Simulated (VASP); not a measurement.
Write the native input for VASP 6.6.1 that does the following.

- Task: single point
- Functional: PBE
- Potentials or basis: VASP PAW PBE potentials, release 64 (B, N)
- Cutoff: 520 eV
- k mesh: 12 × 12 × 12
- Occupations: gaussian, width 0.05 eV
- Spin: no spin polarisation
- Dipole correction: no
- Further INCAR settings: ALGO = Normal; EDIFF = 1e-06; NBANDS = 11

The structure of BN lies in POSCAR:

```
BN
1.0
    0.0000000000      1.9310568293      1.6694534704
    1.6694534704      0.0000000000      1.6694534704
    1.6694534704      1.9310568293      0.0000000000
B N
1 1
Direct
    0.0000000000      0.0000000000      0.0000000000
    0.7500000000      0.7500000000      0.7500000000
```

This cell differs from its parent crystal: volume 5.382 Å^3 an atom, c/a of the conventional cell 1.1567.

One way to write it, as run:

INCAR

```
SYSTEM = BN
PREC = Accurate
ENCUT = 520
EDIFF = 1E-6
ISMEAR = 0
SIGMA = 0.05
LREAL = .FALSE.
LASPH = .TRUE.
NELM = 80
ALGO = Normal
ISIF = 2
LWAVE = .FALSE.
LCHARG = .FALSE.
GGA = PE
NBANDS = 11
```

KPOINTS

```
regular mesh
0
G
  12 12 12
  0 0 0
```

Potentials or basis: VASP PAW PBE potentials, release 64 (B, N).

Launch:

```sh
$ cat potpaw_PBE.64/B/POTCAR potpaw_PBE.64/N/POTCAR > POTCAR
$ mpirun -np 1 vasp_std > vasp.out
```

It gave:

```
Pressure               : 45.4 GPa
Band gap on the k mesh : 3.12 eV, indirect (least direct gap 7.99 eV)
```

Wall time 27 s on 1 thread of Intel Xeon 8259CL, on a shared host, peak memory 0.13 GiB.
